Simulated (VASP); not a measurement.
Input of a VASP 6.6.1 run:

The input POSCAR:

```
CoO
1.0
    0.0000000000      2.0780429322      2.0780429322
    2.0780429322      0.0000000000      2.0780429322
    2.0780429322      2.0780429322      0.0000000000
Co O
1 1
Direct
    0.0000000000      0.0000000000      0.0000000000
    0.5000000000      0.5000000000      0.5000000000
```

The input INCAR.step1:

```
SYSTEM = CoO
PREC     = Accurate       ! precision mode
ENCUT    = 520            ! plane-wave cutoff, eV
EDIFF    = 1E-5           ! SCF threshold, eV
ISMEAR   = -1             ! smearing method
SIGMA    = 0.05           ! smearing width, eV
LREAL    = .FALSE.        ! projectors in reciprocal space
LASPH    = .TRUE.         ! aspherical terms in the spheres
NELM     = 150            ! most SCF steps
ALGO     = Normal         ! electronic algorithm
ISIF     = 2              ! what is computed and relaxed
LWAVE    = .TRUE.         ! write WAVECAR
LCHARG   = .FALSE.        ! write CHGCAR
ISPIN    = 2              ! spin polarisation
MAGMOM   = 2 0            ! initial moments
LORBIT   = 11             ! projections on sites
LMAXMIX  = 4              ! l up to which the mixer works
NBANDS   = 18             ! bands
GGA      = PE             ! functional
```

INCAR.step2

```
SYSTEM = CoO
PREC     = Accurate       ! precision mode
ENCUT    = 520            ! plane-wave cutoff, eV
EDIFF    = 1E-6           ! SCF threshold, eV
ISMEAR   = -1             ! smearing method
SIGMA    = 0.05           ! smearing width, eV
LREAL    = .FALSE.        ! projectors in reciprocal space
LASPH    = .TRUE.         ! aspherical terms in the spheres
NELM     = 150            ! most SCF steps
ALGO     = Normal         ! electronic algorithm
ISIF     = 2              ! what is computed and relaxed
LWAVE    = .FALSE.        ! write WAVECAR
LCHARG   = .FALSE.        ! write CHGCAR
ISPIN    = 2              ! spin polarisation
MAGMOM   = 2 0            ! initial moments
LORBIT   = 11             ! projections on sites
LMAXMIX  = 4              ! l up to which the mixer works
GGA      = PS             ! functional
LHFCALC  = .TRUE.         ! exact exchange
AEXX     = 0.25           ! exact-exchange fraction
PRECFOCK = Normal       
NBANDS   = 18             ! bands
ISTART   = 1
```

KPOINTS

```
Automatic mesh
0
G
  6 6 6
  0 0 0
```

Potentials or basis: VASP PAW PBE potentials, release 64 (Co, O).

Launch:

```bash
$ cat potpaw_PBE.64/Co/POTCAR potpaw_PBE.64/O/POTCAR > POTCAR
$ cp INCAR.step1 INCAR
$ mpirun -np 1 vasp_std > vasp.out
$ cp INCAR.step2 INCAR
$ mpirun -np 1 vasp_std > vasp.out
```

Estimate the band gap on the k mesh.

zero (filled and empty bands overlap).

Predict the net moment.

3.00 μB per cell.

Estimate the site moments.

Co +2.70; O +0.28 μB.

Predict the pressure.

0.0 GPa.

Caveat: the k points lie up to 0.44 Å⁻¹ apart, too coarse for converged energies and pressures of a metal; the PAW data sets were made with another functional, which shifts forces and pressure a little; a cell with one magnetic atom can't hold antiferromagnetic order, which such compounds often take.
